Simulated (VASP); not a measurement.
# BN (P3m1) in VASP: single point with r2SCAN

Aim: the single point of BN with r2SCAN.

Program: VASP 6.6.1. These are calculated values, not measurements. Logs are shortened: lines on timing, memory, paths and dates and some standing lists are left out, and cuts for length are marked.

**1. The cell of the first run**

The structure is trigonal, space group P3m1 (No. 156). The conventional cell has a = 2.554 Å, b = 2.554 Å, c = 12.931 Å, α = 90.00°, β = 90.00°, γ = 120.00°. Within 2.1 Å of B (site symmetry 3m) lie 4 N at 1.57 to 1.58 Å. Within 2.1 Å of B (site symmetry 3m) lie 4 N at 1.57 to 1.58 Å. Within 2.1 Å of B (site symmetry 3m) lie 4 N at 1.57 to 1.58 Å. B (site symmetry 3m) has 4 N at 1.57 to 1.83 Å within 2.1 Å. B (site symmetry 3m) has 4 N at 1.57 to 1.58 Å within 2.1 Å. Within 2.1 Å of B (site symmetry 3m) lie 4 N at 1.57 to 1.58 Å. Within 2.1 Å of N (site symmetry 3m) lie 4 B at 1.57 to 1.58 Å. N (site symmetry 3m) has 4 B at 1.57 to 1.58 Å within 2.1 Å.

**2. Single point, r2SCAN**

The input, POSCAR:

```
BN
1.0
   -2.5539396017      0.0000000000      0.0000000000
   -1.2769698008     -2.2117765748      0.0000000000
    0.0000000000      0.0000000000     12.9305650000
B N
6 6
Direct
    0.6666666667      0.6666666667      0.2246130401
    0.6666666667      0.6666666667      0.5515016950
    0.6666666667      0.6666666667      0.8783903499
    0.3333333333      0.3333333333      0.0611687127
    0.3333333333      0.3333333333      0.3880573676
    0.3333333333      0.3333333333      0.7149460225
    0.6666666667      0.6666666667      0.1022102371
    0.6666666667      0.6666666667      0.4290988920
    0.6666666667      0.6666666667      0.7559875469
    0.3333333333      0.3333333333      0.9194318743
    0.3333333333      0.3333333333      0.2656545645
    0.3333333333      0.3333333333      0.5925432194
```

The input, INCAR.step1:

```
PREC = Accurate
ENCUT = 520
ISMEAR = 0
SIGMA = 0.05
LREAL = F
LASPH = T
NELM = 60
NBANDS = 36
GGA = PE
ALGO = Normal
EDIFF = 1E-4
LWAVE = T
LCHARG = F
```

The input, INCAR.step2:

```
PREC = Accurate
ENCUT = 520
EDIFF = 1E-6
ISMEAR = 0
SIGMA = 0.05
LREAL = F
LASPH = T
NELM = 60
ALGO = Normal
ISIF = 2
LWAVE = F
LCHARG = F
METAGGA = R2SCAN
LMIXTAU = T
NBANDS = 36
ISTART = 1
```

The input, KPOINTS:

```
Automatic mesh
0
Gamma
  10 10 2
```

Potentials or basis: VASP PAW PBE potentials, release 64 (B, N).

Run with:

```bash
> cat potpaw_PBE.64/B/POTCAR potpaw_PBE.64/N/POTCAR > POTCAR
> cp INCAR.step1 INCAR
> mpirun -np 1 vasp_std > vasp.out
> cp INCAR.step2 INCAR
> mpirun -np 1 vasp_std > vasp.out
```

OUTCAR:

```text
PREC = Accurate
   ENCUT = 520
   EDIFF = 1E-6
   ISMEAR = 0
   LREAL = F
   LASPH = T
   NELM = 60
   ISIF = 2
   METAGGA = R2SCAN
   ISTART = 1

 ion  position               nearest neighbor table
   1  0.667  0.667  0.225-  11 1.57  11 1.57  11 1.57   7 1.58
   2  0.667  0.667  0.552-  12 1.57  12 1.57  12 1.57   8 1.58
   3  0.667  0.667  0.878-  10 1.57  10 1.57  10 1.57   9 1.58
   4  0.333  0.333  0.061-   7 1.57   7 1.57   7 1.57  10 1.83
   5  0.333  0.333  0.388-   8 1.57   8 1.57   8 1.57  11 1.58
   6  0.333  0.333  0.715-   9 1.57   9 1.57   9 1.57  12 1.58
   7  0.667  0.667  0.102-   4 1.57   4 1.57   4 1.57   1 1.58
   8  0.667  0.667  0.429-   5 1.57   5 1.57   5 1.57   2 1.58
   9  0.667  0.667  0.756-   6 1.57   6 1.57   6 1.57   3 1.58
  10  0.333  0.333  0.919-   3 1.57   3 1.57   3 1.57   4 1.83
  11  0.333  0.333  0.266-   1 1.57   1 1.57   1 1.57   5 1.58
  12  0.333  0.333  0.593-   2 1.57   2 1.57   2 1.57   6 1.58

  LATTYP: Found a hexagonal cell.
 ALAT       =     2.5539396017
 C/A-ratio  =     5.0629877823

  Lattice vectors:

 A1 = (   1.2769698008,   2.2117765748,   0.0000000000)
 A2 = (  -2.5539396017,   0.0000000000,   0.0000000000)
 A3 = (   0.0000000000,   0.0000000000,  12.9305650000)

Analysis of symmetry for initial positions (statically):
=====================================================================
 Subroutine PRICEL returns:
 Original cell was already a primitive cell.

 Routine SETGRP: Setting up the symmetry group for a
 hexagonal supercell.

 Subroutine GETGRP returns: Found  6 space group operations
 (whereof  6 operations were pure point group operations)
 out of a pool of 24 trial point group operations.

The static configuration has the point symmetry C_3v.

Analysis of symmetry for dynamics (positions and initial velocities):
=====================================================================
 Subroutine PRICEL returns:
 Original cell was already a primitive cell.

 Routine SETGRP: Setting up the symmetry group for a
 hexagonal supercell.

 Subroutine GETGRP returns: Found  6 space group operations
 (whereof  6 operations were pure point group operations)
 out of a pool of 24 trial point group operations.

The dynamic configuration has the point symmetry C_3v.

 Subroutine INISYM returns: Found  6 space group operations
 (whereof  6 operations are pure point group operations),
 and found     1 'primitive' translations

----------------------------------------------------------------------------------------

                                     Primitive cell

  volume of cell :      73.0414

  direct lattice vectors                    reciprocal lattice vectors
    -2.553939602  0.000000000  0.000000000    -0.391551938  0.226062617  0.000000000
    -1.276969801 -2.211776575  0.000000000     0.000000000 -0.452125233  0.000000000
     0.000000000  0.000000000 12.930565000     0.000000000  0.000000000  0.077336141

  length of vectors
     2.553939602  2.553939602 12.930565000     0.452125233  0.452125233  0.077336141

  position of ions in fractional coordinates (direct lattice)
     0.666666667  0.666666667  0.224613040
     0.666666667  0.666666667  0.551501695
     0.666666667  0.666666667  0.878390350
     0.333333333  0.333333333  0.061168713
     0.333333333  0.333333333  0.388057368
     0.333333333  0.333333333  0.714946023
     0.666666667  0.666666667  0.102210237
     0.666666667  0.666666667  0.429098892
     0.666666667  0.666666667  0.755987547
     0.333333333  0.333333333  0.919431874
     0.333333333  0.333333333  0.265654564
     0.333333333  0.333333333  0.592543219

  ion indices of the primitive-cell ions
   primitive index   ion index
                 1           1
                 2           2
                 3           3
                 4           4
                 5           5
                 6           6
                 7           7
                 8           8
                 9           9
                10          10
                11          11
                12          12

----------------------------------------------------------------------------------------

 KPOINTS: Automatic mesh

Automatic generation of k-mesh.
 Grid dimensions read from file:
 generate k-points for:   10   10    2

 Generating k-lattice:

  Cartesian coordinates                     Fractional coordinates (reciprocal lattice)
    -0.039155194  0.022606262  0.000000000     0.100000000  0.000000000  0.000000000
     0.000000000 -0.045212523  0.000000000     0.000000000  0.100000000  0.000000000
     0.000000000  0.000000000  0.038668071     0.000000000  0.000000000  0.500000000

  Length of vectors
     0.045212523  0.045212523  0.038668071

  Shift w.r.t. Gamma in fractional coordinates (k-lattice)
     0.000000000  0.000000000  0.000000000

 Subroutine IBZKPT returns following result:
 ===========================================

 Found     28 irreducible k-points:

 Following reciprocal coordinates:
            Coordinates               Weight
  0.000000  0.000000  0.000000      1.000000
  0.100000  0.000000  0.000000      6.000000
  0.200000  0.000000  0.000000      6.000000
  0.300000 -0.000000  0.000000      6.000000
  0.400000 -0.000000  0.000000      6.000000
  0.500000 -0.000000  0.000000      3.000000
[... 16 lines left out ...]
  0.400000  0.100000  0.500000     12.000000
  0.500000  0.100000  0.500000     12.000000
 [... further k-points ...]
   k-points           NKPTS =     28   k-points in BZ     NKDIM =     28   number of bands    NBANDS=     36
   number of dos      NEDOS =    301   number of ions     NIONS =     12
   total plane-waves  NPLWV =  38400
   dimension x,y,z NGX =    20 NGY =   20 NGZ =   96
   dimension x,y,z NGXF=    40 NGYF=   40 NGZF=  192
   ions per type =               6   6
   NGX,Y,Z   is equivalent  to a cutoff of  13.02, 13.02, 12.34 a.u.
   NGXF,Y,Z  is equivalent  to a cutoff of  26.04, 26.04, 24.69 a.u.
 SYSTEM =  unknown system
   PREC   = accura    normal or accurate (medium, high low for compatibility)
   ISTART =      1    job   : 0-new  1-cont  2-samecut
   ICHARG =      0    charge: 1-file 2-atom 10-const
   ISPIN  =      1    spin polarized calculation?
   LNONCOLLINEAR =      F non collinear calculations
   LSORBIT =      F    spin-orbit coupling
   LASPH  =      T    aspherical Exc in radial PAW
   ENCUT  =  520.0 eV  38.22 Ry    6.18 a.u.   4.75  4.75 24.04*2*pi/ulx,y,z
   NELM   =     60;   NELMIN=  2; NELMDL=  0     # of ELM steps
   EDIFF  = 0.1E-05   stopping-criterion for ELM
   LREAL  =      F    real-space projection
   EDIFFG = 0.1E-04   stopping-criterion for IOM
   NSW    =      0    number of steps for IOM
   IBRION =     -1    ionic relax: 0-MD 1-quasi-New 2-CG
   NFREE  =      0    steps in history (QN), initial steepest desc. (CG)
   ISIF   =      2    stress and relaxation
   ISYM   =      2    0-nonsym 1-usesym 2-fastsym
   POTIM  = 0.5000    time-step for ionic-motion
   TEBEG  =    0.0;   TEEND  =   0.0 temperature during run
   PSTRESS=    0.0 pullay stress
   NELECT =      48.0000    total number of electrons
   NUPDOWN=      -1.0000    fix difference up-down
   EMIN   =  10.00;   EMAX   =-10.00  energy-range for DOS
   EFERMI =   0.00;   METHOD = LEGACY
   ISMEAR =     0;   SIGMA  =   0.05  broadening in eV -4-tet -1-fermi 0-gaus
   EFERMI_NEDOS =   21; number of points for ismear=-14 and -15
   IALGO  =     38    algorithm
   IMIX   =      4    mixing-type and parameters
     AMIX     =   0.40;   BMIX     =  1.00
     AMIX_MAG =   1.60;   BMIX_MAG =  1.00
  volume/ion in A,a.u.               =       6.09        41.08
  Fermi-wavevector in a.u.,A,eV,Ry     =   1.423308  2.689661 27.562746  2.025805
  Thomas-Fermi vector in A             =   2.543919
   LORBIT       =      0    0 simple, 1 ext, 2 COOP (PROOUT), +10 PAW based schemes
   METAGGA = R2SCAN    functional components
   LHFCALC =     F    Hartree Fock is set to
   AEXX    =    0.0000 exact exchange contribution
   IVDW    =     0    specifies the selected vdW correction
   LEPSILON=     F    determine dielectric tensor
   LRPA    =     F    only Hartree local field effects (RPA)
 non-spin polarized calculation
 Gauss-broadening in eV      SIGMA  =   0.05
  energy-cutoff  :      520.00
  volume of cell :       73.04
 maximum number of plane-waves:      1996
   NGX =  9   NGY =  9   NGZ = 49

 number of electron      48.0000005 magnetization

 Free energy of the ion-electron system (eV)
  ---------------------------------------------------
  ext. energy  EPLUGINS =         0.00000000
  ---------------------------------------------------
  free energy    TOTEN  =      -114.32435717 eV

  energy without entropy =     -114.32435717  energy(sigma->0) =     -114.32435717

 E-fermi :   7.5689     XC(G=0): -13.4716

 val. band max:        7.3014121870   @ k =   0.0000   0.0000   0.0000
 cond. band min:      12.9719580427   @ k =  -0.4000   0.3000   0.0000
 fundamental gap:      5.6705458557
 Fermi energy:         7.5688625976

 k-point     1 :       0.0000    0.0000    0.0000
  band No.  band energies     occupation
      1     -14.4000      2.00000
      2     -13.7086      2.00000
      3     -13.2436      2.00000
      4     -11.9215      2.00000
      5     -11.4323      2.00000
      6     -10.0157      2.00000
[... 28 lines left out ...]
     35      17.4084      0.00000
     36      17.5782      0.00000

 k-point     2 :       0.1000    0.0000    0.0000
  band No.  band energies     occupation
      1     -14.1782      2.00000
      2     -13.4904      2.00000
      3     -13.0270      2.00000
      4     -11.7214      2.00000
      5     -11.2340      2.00000
      6      -9.8408      2.00000
[... 850 lines left out ...]
 k-point    24 :       0.5000    0.1000    0.5000
  band No.  band energies     occupation
      1     -10.5127      2.00000
      2     -10.0560      2.00000
      3      -9.5731      2.00000
      4      -9.2771      2.00000
      5      -8.7978      2.00000
      6      -8.0525      2.00000
[... 28 lines left out ...]
     35      19.1578      0.00000
     36      19.6828      0.00000

 [... further k-points ...]

------------------------ aborting loop because EDIFF is reached ----------------------------------------

  FORCE on cell =-STRESS in cart. coord.  units (eV):
  Direction    XX          YY          ZZ          XY          YZ          ZX
  --------------------------------------------------------------------------------------
  -------------------------------------------------------------------------------------
  Total       -1.9156580     -1.9156580     -7.6453164      0.0000000      0.0000000      0.0000000
  in kB      -42.0203028    -42.0203028   -167.7013927      0.0000000      0.0000000      0.0000000
  external PRESSURE =     -83.9139994 kB  Pullay stress =       0.0000000 kB

 VOLUME and BASIS-vectors are now :
 -----------------------------------------------------------------------------
  energy-cutoff  :      520.00
  volume of cell :       73.04
      direct lattice vectors                 reciprocal lattice vectors
    -2.553939602  0.000000000  0.000000000    -0.391551938  0.226062617  0.000000000
    -1.276969801 -2.211776575  0.000000000     0.000000000 -0.452125233  0.000000000
     0.000000000  0.000000000 12.930565000     0.000000000  0.000000000  0.077336141

 POSITION                                       TOTAL-FORCE (eV/Angst)
 -----------------------------------------------------------------------------------
     -2.55394     -1.47452      2.90437        -0.000000      0.000000      0.301705
     -2.55394     -1.47452      7.13123        -0.000000     -0.000000      0.265827
     -2.55394     -1.47452     11.35808        -0.000000      0.000000      1.184299
     -1.27697     -0.73726      0.79095        -0.000000     -0.000000     -1.683005
     -1.27697     -0.73726      5.01780        -0.000000     -0.000000      0.266373
     -1.27697     -0.73726      9.24466        -0.000000     -0.000000      0.286926
     -2.55394     -1.47452      1.32164        -0.000000     -0.000000     -1.318760
     -2.55394     -1.47452      5.54849         0.000000      0.000000     -0.264546
     -2.55394     -1.47452      9.77535         0.000000      0.000000     -0.310492
     -1.27697     -0.73726     11.88877         0.000000     -0.000000      1.810560
     -1.27697     -0.73726      3.43506        -0.000000      0.000000     -0.272520
     -1.27697     -0.73726      7.66192        -0.000000      0.000000     -0.266368
 -----------------------------------------------------------------------------------
    total drift:                               -0.000000     -0.000000     -0.000679

  FREE ENERGIE OF THE ION-ELECTRON SYSTEM (eV)
  ---------------------------------------------------
  free  energy   TOTEN  =      -114.3243571698 eV

  energy  without entropy=     -114.3243571698  energy(sigma->0) =     -114.32435717
```

It took 3.3 min on 1 thread of Intel Xeon Platinum 8375C at 2.90GHz (Ice Lake), shared host; peak memory 0.22 GiB.

Results:

| Item | Value |
| --- | --- |
| Free energy | -114.3244 eV |
| Pressure | -8.4 GPa |
| Largest force | 1.811 eV/Å |
| Band gap on the k mesh | 5.67 eV |

Forces on the atoms (eV/Å):
```
B    0.000  0.000  0.302
B    0.000  0.000  0.266
B    0.000  0.000  1.184
B    0.000  0.000 -1.683
B    0.000  0.000  0.266
B    0.000  0.000  0.287
N    0.000  0.000 -1.319
N    0.000  0.000 -0.265
N    0.000  0.000 -0.310
N    0.000  0.000  1.811
N    0.000  0.000 -0.273
N    0.000  0.000 -0.266
```

Caveat: the PAW data sets were made with another functional, which shifts forces and pressure a little. A k mesh can miss the band edges.
